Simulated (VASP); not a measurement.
# SnSe (Fm-3m) in VASP: a series of runs, part 2 of 2

VASP 6.6.1. Earlier steps stand in the parts before.

### Step 3. Single point, LDA

This run uses another cell than the first one, of 26.73 Å³/atom, 1.021 times its volume.

Contents of INCAR:

```
PREC = Accurate
ENCUT = 520
EDIFF = 1E-6
ISMEAR = -1
SIGMA = 0.05
LREAL = F
LASPH = T
NELM = 80
ALGO = Normal
ISIF = 2
LWAVE = F
LCHARG = F
NBANDS = 17
```

Contents of KPOINTS:

```
regular mesh
0
Gamma
  8 8 8
```

Contents of POSCAR:

```
SnSe
1.0
    0.0000000000      2.9897980490      2.9897980490
    2.9897980490      0.0000000000      2.9897980490
    2.9897980490      2.9897980490      0.0000000000
Sn Se
1 1
Direct
    0.0000000000      0.0000000000      0.0000000000
    0.5000000000      0.5000000000      0.5000000000
```

Potentials or basis: VASP PAW LDA potentials, release 64 (Sn_d, Se).

On the command line:

```bash
cat potpaw_LDA.64/Sn_d/POTCAR potpaw_LDA.64/Se/POTCAR > POTCAR
mpirun -np 1 vasp_std > vasp.out
```

OUTCAR:

```text
PREC = Accurate
   ENCUT = 520
   EDIFF = 1E-6
   ISMEAR = -1
   LREAL = F
   LASPH = T
   NELM = 80
   ISIF = 2

 ion  position               nearest neighbor table
   1  0.000  0.000  0.000-   2 2.99   2 2.99   2 2.99   2 2.99   2 2.99   2 2.99
   2  0.500  0.500  0.500-   1 2.99   1 2.99   1 2.99   1 2.99   1 2.99   1 2.99

  LATTYP: Found a face centered cubic cell.
 ALAT       =     5.9795960980

  Lattice vectors:

 A1 = (   0.0000000000,   2.9897980490,   2.9897980490)
 A2 = (   2.9897980490,   0.0000000000,   2.9897980490)
 A3 = (   2.9897980490,   2.9897980490,   0.0000000000)

Analysis of symmetry for initial positions (statically):
=====================================================================
 Subroutine PRICEL returns:
 Original cell was already a primitive cell.

 Routine SETGRP: Setting up the symmetry group for a
 face centered cubic supercell.

 Subroutine GETGRP returns: Found 48 space group operations
[... 9 lines left out ...]

 Routine SETGRP: Setting up the symmetry group for a
 face centered cubic supercell.

 Subroutine GETGRP returns: Found 48 space group operations
[... 11 lines left out ...]
                                     Primitive cell

  volume of cell :      53.4510

  direct lattice vectors                    reciprocal lattice vectors
     0.000000000  2.989798049  2.989798049    -0.167235376  0.167235376  0.167235376
     2.989798049  0.000000000  2.989798049     0.167235376 -0.167235376  0.167235376
     2.989798049  2.989798049  0.000000000     0.167235376  0.167235376 -0.167235376

  length of vectors
     4.228212950  4.228212950  4.228212950     0.289660168  0.289660168  0.289660168

  position of ions in fractional coordinates (direct lattice)
     0.000000000  0.000000000  0.000000000
     0.500000000  0.500000000  0.500000000

  ion indices of the primitive-cell ions
   primitive index   ion index
                 1           1
                 2           2

----------------------------------------------------------------------------------------

 KPOINTS: regular mesh

Automatic generation of k-mesh.
 Grid dimensions read from file:
 generate k-points for:    8    8    8

 Generating k-lattice:

  Cartesian coordinates                     Fractional coordinates (reciprocal lattice)
    -0.020904422  0.020904422  0.020904422     0.125000000  0.000000000  0.000000000
     0.020904422 -0.020904422  0.020904422     0.000000000  0.125000000  0.000000000
     0.020904422  0.020904422 -0.020904422     0.000000000  0.000000000  0.125000000

  Length of vectors
     0.036207521  0.036207521  0.036207521

  Shift w.r.t. Gamma in fractional coordinates (k-lattice)
     0.000000000  0.000000000  0.000000000

 Subroutine IBZKPT returns following result:
 ===========================================

 Found     29 irreducible k-points:

 Following reciprocal coordinates:
            Coordinates               Weight
  0.000000  0.000000  0.000000      1.000000
  0.125000  0.000000  0.000000      8.000000
  0.250000  0.000000  0.000000      8.000000
  0.375000  0.000000  0.000000      8.000000
  0.500000  0.000000  0.000000      4.000000
  0.125000  0.125000  0.000000      6.000000
[... 16 lines left out ...]
  0.500000  0.250000  0.125000     48.000000
 -0.375000  0.250000  0.125000     24.000000
 [... further k-points ...]
   k-points           NKPTS =     29   k-points in BZ     NKDIM =     29   number of bands    NBANDS=     17
   number of dos      NEDOS =    301   number of ions     NIONS =      2
   total plane-waves  NPLWV =  32768
   dimension x,y,z NGX =    32 NGY =   32 NGZ =   32
   dimension x,y,z NGXF=    64 NGYF=   64 NGZF=   64
   ions per type =               1   1
   NGX,Y,Z   is equivalent  to a cutoff of  12.58, 12.58, 12.58 a.u.
   NGXF,Y,Z  is equivalent  to a cutoff of  25.16, 25.16, 25.16 a.u.
 SYSTEM =  unknown system
   PREC   = accura    normal or accurate (medium, high low for compatibility)
   ISTART =      0    job   : 0-new  1-cont  2-samecut
   ICHARG =      2    charge: 1-file 2-atom 10-const
   ISPIN  =      1    spin polarized calculation?
   LNONCOLLINEAR =      F non collinear calculations
   LSORBIT =      F    spin-orbit coupling
   LASPH  =      T    aspherical Exc in radial PAW
   ENCUT  =  520.0 eV  38.22 Ry    6.18 a.u.   7.86  7.86  7.86*2*pi/ulx,y,z
   NELM   =     80;   NELMIN=  2; NELMDL= -5     # of ELM steps
   EDIFF  = 0.1E-05   stopping-criterion for ELM
   LREAL  =      F    real-space projection
   EDIFFG = 0.1E-04   stopping-criterion for IOM
   NSW    =      0    number of steps for IOM
   IBRION =     -1    ionic relax: 0-MD 1-quasi-New 2-CG
   NFREE  =      0    steps in history (QN), initial steepest desc. (CG)
   ISIF   =      2    stress and relaxation
   ISYM   =      2    0-nonsym 1-usesym 2-fastsym
   POTIM  = 0.5000    time-step for ionic-motion
   TEBEG  =    0.0;   TEEND  =   0.0 temperature during run
   PSTRESS=    0.0 pullay stress
   NELECT =      20.0000    total number of electrons
   NUPDOWN=      -1.0000    fix difference up-down
   EMIN   =  10.00;   EMAX   =-10.00  energy-range for DOS
   EFERMI =   0.00;   METHOD = LEGACY
   ISMEAR =    -1;   SIGMA  =   0.05  broadening in eV -4-tet -1-fermi 0-gaus
   EFERMI_NEDOS =   21; number of points for ismear=-14 and -15
   IALGO  =     38    algorithm
   IMIX   =      4    mixing-type and parameters
     AMIX     =   0.40;   BMIX     =  1.00
     AMIX_MAG =   1.60;   BMIX_MAG =  1.00
  volume/ion in A,a.u.               =      26.73       180.35
  Fermi-wavevector in a.u.,A,eV,Ry     =   1.179686  2.229283 18.934661  1.391658
  Thomas-Fermi vector in A             =   2.315992
   LORBIT       =      0    0 simple, 1 ext, 2 COOP (PROOUT), +10 PAW based schemes
   GGA     = CA    functional components
   LHFCALC =     F    Hartree Fock is set to
   AEXX    =    0.0000 exact exchange contribution
   IVDW    =     0    specifies the selected vdW correction
   LEPSILON=     F    determine dielectric tensor
   LRPA    =     F    only Hartree local field effects (RPA)
 non-spin polarized calculation
  energy-cutoff  :      520.00
  volume of cell :       53.45
 maximum number of plane-waves:      1459
   NGX = 15   NGY = 15   NGZ = 15

 number of electron      20.0000010 magnetization

 Free energy of the ion-electron system (eV)
  ---------------------------------------------------
  ext. energy  EPLUGINS =         0.00000000
  ---------------------------------------------------
  free energy    TOTEN  =        -9.49375881 eV

  energy without entropy =       -9.49372298  energy(sigma->0) =       -9.49374089

 E-fermi :   5.8683     XC(G=0):  -9.9721

 val. band max:        5.5420579536   @ k =   0.5000   0.0000   0.0000
 cond. band min:       6.2585551588   @ k =   0.5000   0.0000   0.0000
 fundamental gap:      0.7164972052
 Fermi energy:         5.8683465388

 k-point     1 :       0.0000    0.0000    0.0000
  band No.  band energies     occupation
      1     -15.8420      2.00000
      2     -15.8420      2.00000
      3     -15.8391      2.00000
      4     -15.8391      2.00000
      5     -15.8391      2.00000
      6      -8.3545      2.00000
[... 9 lines left out ...]
     16      11.4949      0.00000
     17      13.7863      0.00000

 k-point     2 :       0.1250    0.0000    0.0000
  band No.  band energies     occupation
      1     -15.8429      2.00000
      2     -15.8429      2.00000
      3     -15.8386      2.00000
      4     -15.8372      2.00000
      5     -15.8372      2.00000
      6      -8.2405      2.00000
[... 9 lines left out ...]
     16      11.8704      0.00000
     17      14.9189      0.00000

 k-point     3 :       0.2500    0.0000    0.0000
  band No.  band energies     occupation
      1     -15.8460      2.00000
      2     -15.8460      2.00000
      3     -15.8377      2.00000
      4     -15.8323      2.00000
      5     -15.8323      2.00000
      6      -7.9325      2.00000
[... 392 lines left out ...]
 k-point    23 :       0.5000    0.2500    0.1250
  band No.  band energies     occupation
      1     -15.8560      2.00000
      2     -15.8442      2.00000
      3     -15.8367      2.00000
      4     -15.8280      2.00000
      5     -15.8253      2.00000
      6      -7.3666      2.00000
[... 9 lines left out ...]
     16      15.3511      0.00000
     17      16.8073      0.00000

 k-point    24 :      -0.3750    0.2500    0.1250
  band No.  band energies     occupation
      1     -15.8570      2.00000
      2     -15.8453      2.00000
      3     -15.8337      2.00000
      4     -15.8295      2.00000
      5     -15.8236      2.00000
      6      -7.2153      2.00000
[... 9 lines left out ...]
     16      16.4652      0.00000
     17      16.5758      0.00000

 [... further k-points ...]
[... 5 lines left out ...]
  --------------------------------------------------------------------------------------
  -------------------------------------------------------------------------------------
  Total       -0.7656554     -0.7656554     -0.7656554     -0.0000000      0.0000000      0.0000000
  in kB      -22.9503018    -22.9503018    -22.9503018     -0.0000000      0.0000000      0.0000000
  external PRESSURE =     -22.9503018 kB  Pullay stress =       0.0000000 kB

 VOLUME and BASIS-vectors are now :
 -----------------------------------------------------------------------------
  energy-cutoff  :      520.00
  volume of cell :       53.45
      direct lattice vectors                 reciprocal lattice vectors
     0.000000000  2.989798049  2.989798049    -0.167235376  0.167235376  0.167235376
     2.989798049  0.000000000  2.989798049     0.167235376 -0.167235376  0.167235376
     2.989798049  2.989798049  0.000000000     0.167235376  0.167235376 -0.167235376

 POSITION                                       TOTAL-FORCE (eV/Angst)
 -----------------------------------------------------------------------------------
      0.00000      0.00000      0.00000        -0.000000     -0.000000     -0.000000
      2.98980      2.98980      2.98980         0.000000      0.000000      0.000000
 -----------------------------------------------------------------------------------
    total drift:                                0.000000     -0.000000     -0.000000

  FREE ENERGIE OF THE ION-ELECTRON SYSTEM (eV)
  ---------------------------------------------------
  free  energy   TOTEN  =        -9.4937588050 eV

  energy  without entropy=       -9.4937229836  energy(sigma->0) =       -9.49374089
```

stdout:

```text
POSCAR found type information on POSCAR SnSe
 POSCAR found :  2 types and       2 ions
 scaLAPACK will be used
 LDA part: xc-table for (Slater(with rela. corr.)+CA(PZ))
 , standard interpolation
 POSCAR, INCAR and KPOINTS ok, starting setup
 FFT: planning ... GRIDC
 FFT: planning ... GRID_SOFT
 FFT: planning ... GRID
 WAVECAR not read
 entering main loop
```

Run time: 16 s. Hardware: 1 thread of Intel Xeon 6975P-C, shared host; peak memory 0.17 GiB.

What came out:

| Quantity | Value |
| --- | --- |
| Free energy | -9.4938 eV |
| Pressure | -2.3 GPa |
| Band gap on the k mesh | 0.72 eV, direct |

Caveat: spin-orbit coupling is left out, which moves the levels of the heavy elements.

### Step 4. Single point, LDA

This run uses another cell than the first one, of 27.27 Å³/atom, 1.042 times its volume.

Contents of INCAR:

```
PREC = Accurate
ENCUT = 520
EDIFF = 1E-6
ISMEAR = -1
SIGMA = 0.05
LREAL = False
LASPH = True
NELM = 80
ALGO = Normal
ISIF = 2
LWAVE = False
LCHARG = True
GGA = CA
LELF = True
LVHAR = True
NBANDS = 17
```

Contents of KPOINTS:

```
Automatic mesh
0
Gamma
  8 8 8
```

Contents of POSCAR:

```
SnSe
1.0
    0.0000000000      3.0100000000      3.0100000000
    3.0100000000      0.0000000000      3.0100000000
    3.0100000000      3.0100000000      0.0000000000
Sn Se
1 1
Direct
    0.0000000000      0.0000000000      0.0000000000
    0.5000000000      0.5000000000      0.5000000000
```

On the command line:

```bash
cat potpaw_LDA.64/Sn_d/POTCAR potpaw_LDA.64/Se/POTCAR > POTCAR
mpirun -np 1 vasp_std > vasp.out
```

Run time: 16 s. Hardware: 1 thread of Intel Xeon 6975P-C, shared host; peak memory 0.17 GiB.

Results (log left out):

| Property | Result |
| --- | --- |
| Free energy | -9.4749 eV |
| Pressure | -3.3 GPa |
| Band gap on the k mesh | 0.63 eV, direct |

Levels at points of the mesh, in eV from the valence-band top:
```tsv
k point	band 7	band 8	band 9	band 10	band 11	band 12	band 13	band 14
(0.00, 0.00, 0.00)	-5.09	-2.07	-2.07	-2.07	4.32	4.32	4.32	5.96
(0.50, 0.00, 0.00)	-8.01	-1.81	-1.81	0.00	0.63	1.28	1.28	8.25
(0.50, 0.50, 0.00)	-6.01	-5.37	-3.53	-3.53	3.08	5.35	5.35	5.97
```

Caveat: spin-orbit coupling is left out, which moves the levels of the heavy elements.

### Step 5. Single point, RPBE+D4

This run uses another cell than the first one, of 26.73 Å³/atom, 1.021 times its volume.

Contents of INCAR:

```
ALGO     = Normal         # electronic algorithm
EDIFF    = 1E-6           # SCF threshold, eV
ENCUT    = 520            # plane-wave cutoff, eV
GGA      = RP             # functional
ISIF     = 2              # what is computed and relaxed
ISMEAR   = -1             # smearing method
IVDW     = 13             # dispersion correction
LASPH    = True           # aspherical terms in the spheres
LCHARG   = False          # write CHGCAR
LREAL    = False          # projectors in reciprocal space
LWAVE    = False          # write WAVECAR
NBANDS   = 17             # bands
NELM     = 60             # most SCF steps
PREC     = Accurate       # precision mode
SIGMA    = 0.05           # smearing width, eV
```

Contents of KPOINTS:

```
k-points
0
Gamma
  8 8 8
```

Contents of POSCAR:

```
SnSe
1.0
    0.0000000000      2.9897980490      2.9897980490
    2.9897980490      0.0000000000      2.9897980490
    2.9897980490      2.9897980490      0.0000000000
Sn Se
1 1
Direct
    0.0000000000      0.0000000000      0.0000000000
    0.5000000000      0.5000000000      0.5000000000
```

Potentials or basis: VASP PAW PBE potentials, release 64 (Sn_d, Se).

On the command line:

```bash
cat potpaw_PBE.64/Sn_d/POTCAR potpaw_PBE.64/Se/POTCAR > POTCAR
mpirun -np 1 vasp_std > vasp.out
```

Wall time 15 s (1 thread of Intel Xeon 6975P-C, shared host); peak memory 0.19 GiB.

It converged, with:

- Free energy: -8.9800 eV
- Pressure: -0.9 GPa
- Band gap on the k mesh: 0.63 eV, direct
- Dispersion energy per atom: -0.745 eV

Levels at points of the mesh, in eV from the valence-band top:
| k point | band 7 | band 8 | band 9 | band 10 | band 11 | band 12 | band 13 | band 14 |
| --- | --- | --- | --- | --- | --- | --- | --- | --- |
| (0.00, 0.00, 0.00) | -4.98 | -2.31 | -2.31 | -2.31 | 4.39 | 4.39 | 4.39 | 5.81 |
| (0.50, 0.00, 0.00) | -8.17 | -2.06 | -2.06 | 0.00 | 0.63 | 1.22 | 1.22 | 8.34 |
| (0.50, 0.50, 0.00) | -6.01 | -5.64 | -3.78 | -3.78 | 2.96 | 5.46 | 5.46 | 6.10 |

Caveat: the PAW data sets were made with another functional, which shifts forces and pressure a little; spin-orbit coupling is left out, which moves the levels of the heavy elements. A k mesh can miss the band edges.

### Step 6. Overview

```tsv
level	potentials or basis	cell	gap on the mesh (eV)	pressure (GPa)
PBE exchange alone	VASP PAW PBE potentials, release 64 (Sn_d, Se)	a = 4.199 Å, angles 60.0°, 2 atoms	0.57	13.5
LDA	VASP PAW LDA potentials, release 64 (Sn_d, Se)	a = 4.228 Å, angles 60.0°, 2 atoms	0.72	-2.3
LDA	VASP PAW LDA potentials, release 64 (Sn_d, Se)	a = 4.257 Å, angles 60.0°, 2 atoms	0.63	-3.3
RPBE+D4	VASP PAW PBE potentials, release 64 (Sn_d, Se)	a = 4.228 Å, angles 60.0°, 2 atoms	0.63	-0.9
```

Alike in all rows: task single point; no spin polarisation; k mesh 8 × 8 × 8; cutoff (eV) 520; smearing fermi-dirac 0.05 eV.

Caveats: spin-orbit coupling is left out, which moves the levels of the heavy elements; the PAW data sets were made with another functional, which shifts forces and pressure a little (some runs).

Total energies depend on the potentials used, so only differences within one code and one set of settings carry meaning.
